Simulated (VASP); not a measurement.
## Sr: single point with PBE

Sr:

```xyz
1
Lattice="-2.3846 2.3846 2.3846 2.3846 -2.3846 2.3846 2.3846 2.3846 -2.3846" Properties=species:S:1:pos:R:3 pbc="T T T"
Sr    0.0000    0.0000    0.0000
```

```json
{"Program": "VASP 6.6.1", "Task": "single point", "Functional": "PBE", "Potentials or basis": "VASP PAW PBE potentials, release 64 (Sr_sv)", "Cutoff": "520 eV", "k mesh": "5 × 5 × 5", "Occupations": "fermi-dirac, width 0.1 eV", "Spin": "no spin polarisation", "Dipole correction": "no", "Further INCAR settings": "ALGO = Normal; EDIFF = 1e-07; NBANDS = 11"}
```

| Quantity | Value |
| --- | --- |
| Pressure | 0.0 GPa |
| Band gap on the k mesh | zero (band 5 reaches 1.72 eV, above the bottom of band 6 at 1.71 eV) |

Levels at points of the mesh, in eV from the Fermi level:
```tsv
k point	band 3	band 4	band 5	band 6	band 7	band 8
(0.00, 0.00, 0.00)	-18.45	-18.45	-3.65	2.41	2.41	2.41
```

Wall time 16 s on 1 thread of AMD EPYC 7R13, on a shared host, peak memory 0.14 GiB.

Caveat: the k points lie up to 0.37 Å⁻¹ apart.
